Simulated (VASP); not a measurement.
# HfN (Fm-3m) in VASP: a series of runs

Runs on HfN. Level: PBE. Tasks: single point, relaxation of cell and atoms.

Program: VASP 6.6.1. These are calculated values, not measurements. Logs are shortened: lines on timing, memory, paths and dates and some standing lists are left out, and cuts for length are marked.

### Step 1. The cell of the first run

Symmetry: Fm-3m, No. 225, cubic system. Conventional cell: a = 4.518 Å, b = 4.518 Å, c = 4.518 Å, α = 90.00°, β = 90.00°, γ = 90.00°. Within 3.0 Å of Hf (site symmetry m-3m) lie 6 N at 2.26 Å. N (site symmetry m-3m) has 6 Hf at 2.26 Å within 3.0 Å.

### Step 2. Single point, PBE

INCAR

```
SYSTEM = HfN
  PREC = Accurate
  ENCUT = 520
  EDIFF = 1E-6
  ISMEAR = 0
  SIGMA = 0.1
  LREAL = .FALSE.
  LASPH = .TRUE.
  NELM = 60
  ALGO = Normal
  ISIF = 2
  LWAVE = .FALSE.
  LCHARG = .TRUE.
  GGA = PE
  LELF = .TRUE.
  LVHAR = .TRUE.
  NBANDS = 14
```

KPOINTS

```
Automatic mesh
0
G
  6 6 6
  0 0 0
```

POSCAR

```
HfN
1.0
    0.0000000000      2.2590000600      2.2590000600
    2.2590000600      0.0000000000      2.2590000600
    2.2590000600      2.2590000600      0.0000000000
Hf N
1 1
Direct
    0.0000000000      0.0000000000      0.0000000000
    0.5000000000      0.5000000000      0.5000000000
```

Potentials or basis: VASP PAW PBE potentials, release 64 (Hf_pv, N).

On the command line:

```
cat potpaw_PBE.64/Hf_pv/POTCAR potpaw_PBE.64/N/POTCAR > POTCAR
mpirun -np 1 vasp_std > vasp.out
```

OUTCAR:

```text
SYSTEM = HfN
   PREC = Accurate
   ENCUT = 520
   EDIFF = 1E-6
   ISMEAR = 0
   LREAL = .FALSE.
   LASPH = .TRUE.
   NELM = 60
   ISIF = 2
   GGA = PE

 ion  position               nearest neighbor table
   1  0.000  0.000  0.000-   2 2.26   2 2.26   2 2.26   2 2.26   2 2.26   2 2.26
   2  0.500  0.500  0.500-   1 2.26   1 2.26   1 2.26   1 2.26   1 2.26   1 2.26

  LATTYP: Found a face centered cubic cell.
 ALAT       =     4.5180001200

  Lattice vectors:

 A1 = (   0.0000000000,   2.2590000600,   2.2590000600)
 A2 = (   2.2590000600,   0.0000000000,   2.2590000600)
 A3 = (   2.2590000600,   2.2590000600,   0.0000000000)

Analysis of symmetry for initial positions (statically):
=====================================================================
 Subroutine PRICEL returns:
 Original cell was already a primitive cell.

 Routine SETGRP: Setting up the symmetry group for a
 face centered cubic supercell.

 Subroutine GETGRP returns: Found 48 space group operations
 (whereof 48 operations were pure point group operations)
 out of a pool of 48 trial point group operations.

The static configuration has the point symmetry O_h .

Analysis of symmetry for dynamics (positions and initial velocities):
=====================================================================
 Subroutine PRICEL returns:
 Original cell was already a primitive cell.

 Routine SETGRP: Setting up the symmetry group for a
 face centered cubic supercell.

 Subroutine GETGRP returns: Found 48 space group operations
 (whereof 48 operations were pure point group operations)
 out of a pool of 48 trial point group operations.

The dynamic configuration has the point symmetry O_h .

 Subroutine INISYM returns: Found 48 space group operations
 (whereof 48 operations are pure point group operations),
 and found     1 'primitive' translations

----------------------------------------------------------------------------------------

                                     Primitive cell

  volume of cell :      23.0557

  direct lattice vectors                    reciprocal lattice vectors
     0.000000000  2.259000060  2.259000060    -0.221336869  0.221336869  0.221336869
     2.259000060  0.000000000  2.259000060     0.221336869 -0.221336869  0.221336869
     2.259000060  2.259000060  0.000000000     0.221336869  0.221336869 -0.221336869

  length of vectors
     3.194708522  3.194708522  3.194708522     0.383366702  0.383366702  0.383366702

  position of ions in fractional coordinates (direct lattice)
     0.000000000  0.000000000  0.000000000
     0.500000000  0.500000000  0.500000000

  ion indices of the primitive-cell ions
   primitive index   ion index
                 1           1
                 2           2

----------------------------------------------------------------------------------------

 KPOINTS: Automatic mesh

Automatic generation of k-mesh.
 Grid dimensions read from file:
 generate k-points for:    6    6    6

 Generating k-lattice:

  Cartesian coordinates                     Fractional coordinates (reciprocal lattice)
    -0.036889478  0.036889478  0.036889478     0.166666667  0.000000000  0.000000000
     0.036889478 -0.036889478  0.036889478     0.000000000  0.166666667  0.000000000
     0.036889478  0.036889478 -0.036889478     0.000000000  0.000000000  0.166666667

  Length of vectors
     0.063894450  0.063894450  0.063894450

  Shift w.r.t. Gamma in fractional coordinates (k-lattice)
     0.000000000  0.000000000  0.000000000

 Subroutine IBZKPT returns following result:
 ===========================================

 Found     16 irreducible k-points:

 Following reciprocal coordinates:
            Coordinates               Weight
  0.000000  0.000000  0.000000      1.000000
  0.166667  0.000000  0.000000      8.000000
  0.333333  0.000000  0.000000      8.000000
  0.500000  0.000000  0.000000      4.000000
  0.166667  0.166667  0.000000      6.000000
  0.333333  0.166667  0.000000     24.000000
[... 8 lines left out ...]
 -0.333333  0.333333  0.166667     24.000000
 -0.333333  0.500000  0.166667     12.000000
   k-points           NKPTS =     16   k-points in BZ     NKDIM =     16   number of bands    NBANDS=     14
   number of dos      NEDOS =    301   number of ions     NIONS =      2
   total plane-waves  NPLWV =  13824
   dimension x,y,z NGX =    24 NGY =   24 NGZ =   24
   dimension x,y,z NGXF=    48 NGYF=   48 NGZF=   48
   ions per type =               1   1
   NGX,Y,Z   is equivalent  to a cutoff of  12.49, 12.49, 12.49 a.u.
   NGXF,Y,Z  is equivalent  to a cutoff of  24.98, 24.98, 24.98 a.u.
 SYSTEM =  HfN
   PREC   = accura    normal or accurate (medium, high low for compatibility)
   ISTART =      0    job   : 0-new  1-cont  2-samecut
   ICHARG =      2    charge: 1-file 2-atom 10-const
   ISPIN  =      1    spin polarized calculation?
   LNONCOLLINEAR =      F non collinear calculations
   LSORBIT =      F    spin-orbit coupling
   LASPH  =      T    aspherical Exc in radial PAW
   ENCUT  =  520.0 eV  38.22 Ry    6.18 a.u.   5.94  5.94  5.94*2*pi/ulx,y,z
   NELM   =     60;   NELMIN=  2; NELMDL= -5     # of ELM steps
   EDIFF  = 0.1E-05   stopping-criterion for ELM
   LREAL  =      F    real-space projection
   EDIFFG = 0.1E-04   stopping-criterion for IOM
   NSW    =      0    number of steps for IOM
   IBRION =     -1    ionic relax: 0-MD 1-quasi-New 2-CG
   NFREE  =      0    steps in history (QN), initial steepest desc. (CG)
   ISIF   =      2    stress and relaxation
   ISYM   =      2    0-nonsym 1-usesym 2-fastsym
   POTIM  = 0.5000    time-step for ionic-motion
   TEBEG  =    0.0;   TEEND  =   0.0 temperature during run
   PSTRESS=    0.0 pullay stress
   NELECT =      15.0000    total number of electrons
   NUPDOWN=      -1.0000    fix difference up-down
   EMIN   =  10.00;   EMAX   =-10.00  energy-range for DOS
   EFERMI =   0.00;   METHOD = LEGACY
   ISMEAR =     0;   SIGMA  =   0.10  broadening in eV -4-tet -1-fermi 0-gaus
   EFERMI_NEDOS =   21; number of points for ismear=-14 and -15
   IALGO  =     38    algorithm
   IMIX   =      4    mixing-type and parameters
     AMIX     =   0.40;   BMIX     =  1.00
     AMIX_MAG =   1.60;   BMIX_MAG =  1.00
  volume/ion in A,a.u.               =      11.53        77.79
  Fermi-wavevector in a.u.,A,eV,Ry     =   1.418553  2.680677 27.378917  2.012294
  Thomas-Fermi vector in A             =   2.539667
   LORBIT       =      0    0 simple, 1 ext, 2 COOP (PROOUT), +10 PAW based schemes
   GGA     = PE    functional components
   LHFCALC =     F    Hartree Fock is set to
   AEXX    =    0.0000 exact exchange contribution
   IVDW    =     0    specifies the selected vdW correction
   LEPSILON=     F    determine dielectric tensor
   LRPA    =     F    only Hartree local field effects (RPA)
 non-spin polarized calculation
 Gauss-broadening in eV      SIGMA  =   0.10
  energy-cutoff  :      520.00
  volume of cell :       23.06
 maximum number of plane-waves:       636
   NGX = 11   NGY = 11   NGZ = 11

 number of electron      15.0000000 magnetization

 Free energy of the ion-electron system (eV)
  ---------------------------------------------------
  ext. energy  EPLUGINS =         0.00000000
  ---------------------------------------------------
  free energy    TOTEN  =       -21.79454605 eV

  energy without entropy =      -21.79288140  energy(sigma->0) =      -21.79371372

 E-fermi :   8.5382     XC(G=0): -12.7328

 val. band max:        8.4905365778   @ k =   0.1667   0.0000   0.0000
 cond. band min:       8.8566447961   @ k =   0.1667   0.0000   0.0000
 fundamental gap:      0.3661082183
 Fermi energy:         8.5382287109

 k-point     1 :       0.0000    0.0000    0.0000
  band No.  band energies     occupation
      1     -22.7817      2.00000
      2     -22.7817      2.00000
      3     -22.7817      2.00000
      4      -9.1145      2.00000
      5       5.3710      2.00000
      6       5.3710      2.00000
      7       5.3710      2.00000
      8       8.0335      2.00000
      9       8.0335      2.00000
     10       8.0335      2.00000
     11      10.1865      0.00000
     12      10.3480      0.00000
     13      10.3480      0.00000
     14      17.9484      0.00000

 k-point     2 :       0.1667    0.0000    0.0000
  band No.  band energies     occupation
      1     -23.0392      2.00000
      2     -22.8036      2.00000
      3     -22.8036      2.00000
      4      -8.5118      2.00000
      5       3.3468      2.00000
      6       4.1681      2.00000
      7       4.1681      2.00000
      8       8.4905      1.49999
      9       8.8566      0.00001
     10       8.8566      0.00001
     11      11.8393      0.00000
     12      12.1424      0.00000
     13      12.1424      0.00000
     14      19.8862      0.00000

 k-point     3 :       0.3333    0.0000    0.0000
  band No.  band energies     occupation
      1     -23.5149      2.00000
      2     -22.8467      2.00000
      3     -22.8467      2.00000
      4      -7.1899      2.00000
      5       0.7137      2.00000
      6       2.7383      2.00000
      7       2.7383      2.00000
      8       9.7167      0.00000
      9      10.7429      0.00000
     10      10.7429      0.00000
     11      13.7734      0.00000
     12      15.2778      0.00000
     13      15.2778      0.00000
     14      20.5411      0.00000

 k-point     4 :       0.5000    0.0000    0.0000
  band No.  band energies     occupation
      1     -23.7363      2.00000
      2     -22.8681      2.00000
      3     -22.8681      2.00000
      4      -6.3913      2.00000
      5      -0.4965      2.00000
      6       2.2087      2.00000
      7       2.2087      2.00000
      8      11.6638      0.00000
      9      12.0837      0.00000
     10      12.0837      0.00000
     11      12.8128      0.00000
     12      17.2200      0.00000
     13      17.2200      0.00000
     14      20.3554      0.00000

 k-point     5 :       0.1667    0.1667    0.0000
  band No.  band energies     occupation
      1     -23.0206      2.00000
      2     -22.8594      2.00000
      3     -22.8594      2.00000
      4      -8.4116      2.00000
      5       2.5317      2.00000
      6       4.7231      2.00000
      7       4.7231      2.00000
      8       6.8397      2.00000
      9      10.0262      0.00000
     10      10.0262      0.00000
     11      10.7994      0.00000
[... 140 lines left out ...]
 k-point    14 :       0.5000    0.3333    0.1667
  band No.  band energies     occupation
      1     -23.4639      2.00000
      2     -23.1259      2.00000
      3     -22.9567      2.00000
      4      -7.3075      2.00000
      5       1.2550      2.00000
      6       2.9423      2.00000
      7       3.2390      2.00000
      8       7.9736      2.00000
      9      11.9658      0.00000
     10      12.5568      0.00000
     11      12.8858      0.00000
     12      15.3323      0.00000
     13      17.7133      0.00000
     14      19.4935      0.00000

 k-point    15 :      -0.3333    0.3333    0.1667
  band No.  band energies     occupation
      1     -23.4854      2.00000
      2     -23.2219      2.00000
      3     -23.0120      2.00000
      4      -7.1686      2.00000
      5       1.3282      2.00000
      6       2.7896      2.00000
      7       2.9089      2.00000
      8       9.6920      0.00000
      9       9.9170      0.00000
     10      13.2480      0.00000
     11      14.4011      0.00000
     12      15.4099      0.00000
     13      18.9096      0.00000
     14      19.0435      0.00000

 k-point    16 :      -0.3333    0.5000    0.1667
  band No.  band energies     occupation
      1     -23.4543      2.00000
      2     -23.2130      2.00000
      3     -23.1173      2.00000
      4      -7.5690      2.00000
      5       2.7660      2.00000
      6       2.8876      2.00000
      7       3.1624      2.00000
      8       7.6048      2.00000
      9      11.4650      0.00000
     10      13.5863      0.00000
     11      13.9119      0.00000
     12      14.7627      0.00000
     13      17.6704      0.00000
     14      19.3464      0.00000

------------------------ aborting loop because EDIFF is reached ----------------------------------------

  FORCE on cell =-STRESS in cart. coord.  units (eV):
  Direction    XX          YY          ZZ          XY          YZ          ZX
  --------------------------------------------------------------------------------------
  -------------------------------------------------------------------------------------
  Total        0.4082846      0.4082846      0.4082846      0.0000000      0.0000000      0.0000000
  in kB       28.3723187     28.3723187     28.3723187      0.0000000      0.0000000      0.0000000
  external PRESSURE =      28.3723187 kB  Pullay stress =       0.0000000 kB

 VOLUME and BASIS-vectors are now :
 -----------------------------------------------------------------------------
  energy-cutoff  :      520.00
  volume of cell :       23.06
      direct lattice vectors                 reciprocal lattice vectors
     0.000000000  2.259000060  2.259000060    -0.221336869  0.221336869  0.221336869
     2.259000060  0.000000000  2.259000060     0.221336869 -0.221336869  0.221336869
     2.259000060  2.259000060  0.000000000     0.221336869  0.221336869 -0.221336869

 POSITION                                       TOTAL-FORCE (eV/Angst)
 -----------------------------------------------------------------------------------
      0.00000      0.00000      0.00000        -0.000000     -0.000000     -0.000000
      2.25900      2.25900      2.25900         0.000000      0.000000      0.000000
 -----------------------------------------------------------------------------------
    total drift:                                0.000000     -0.000000     -0.000000

  FREE ENERGIE OF THE ION-ELECTRON SYSTEM (eV)
  ---------------------------------------------------
  free  energy   TOTEN  =       -21.7945460470 eV

  energy  without entropy=      -21.7928813985  energy(sigma->0) =      -21.79371372
```

It took 2.7 s on 1 thread of Intel Xeon 6975P-C (Granite Rapids), shared host; peak memory 0.14 GiB.

What came out:

```yaml
Free_energy: -21.7945 eV
Pressure: 2.8 GPa
```

Caveat: the k points lie up to 0.40 Å⁻¹ apart; spin-orbit coupling is left out, which moves the levels of the heavy elements.

### Step 3. Single point, PBE

This run uses another cell than the first one, of 11.75 Å³/atom, 1.019 times its volume.

INCAR

```
ALGO = Normal
EDIFF = 1E-7
ENCUT = 520
GGA = PE
ISIF = 2
ISMEAR = 0
LASPH = True
LCHARG = False
LREAL = False
LWAVE = False
NBANDS = 14
NELM = 80
PREC = Accurate
SIGMA = 0.1
```

KPOINTS

```
k-points
0
Gamma
  6 6 6
```

POSCAR

```
HfN
1.0
    0.0000000000      2.2735282211      2.2735282211
    2.2735282211      0.0000000000      2.2735282211
    2.2735282211      2.2735282211      0.0000000000
Hf N
1 1
Direct
    0.0000000000      0.0000000000      0.0000000000
    0.5000000000      0.5000000000      0.5000000000
```

Potentials or basis: VASP PAW PBE potentials, release 64 (Hf_pv, N).

On the command line:

```
cat potpaw_PBE.64/Hf_pv/POTCAR potpaw_PBE.64/N/POTCAR > POTCAR
mpirun -np 1 vasp_std > vasp.out
```

Wall time 2.9 s (1 thread of Intel Xeon 6975P-C (Granite Rapids), shared host); peak memory 0.13 GiB.

The run converged. Its results:

- Free energy: -21.7953 eV
- Pressure: -2.4 GPa

Levels at points of the mesh, in eV from the Fermi level:
| k point | band 4 | band 5 | band 6 | band 7 | band 8 | band 9 | band 10 | band 11 | band 12 | band 13 |
| --- | --- | --- | --- | --- | --- | --- | --- | --- | --- | --- |
| (0.00, 0.00, 0.00) | -17.53 | -3.13 | -3.13 | -3.13 | -0.48 | -0.48 | -0.48 | 1.48 | 1.77 | 1.77 |
| (0.50, 0.00, 0.00) | -14.91 | -8.91 | -6.22 | -6.22 | 3.05 | 3.46 | 3.46 | 4.18 | 8.46 | 8.46 |
| (0.50, 0.50, 0.00) | -16.44 | -5.55 | -3.87 | -3.81 | -3.81 | 3.85 | 5.22 | 5.22 | 5.22 | 7.61 |

Caveat: the k points lie up to 0.40 Å⁻¹ apart; spin-orbit coupling is left out, which moves the levels of the heavy elements.

(Continued in part 2 of 2.)
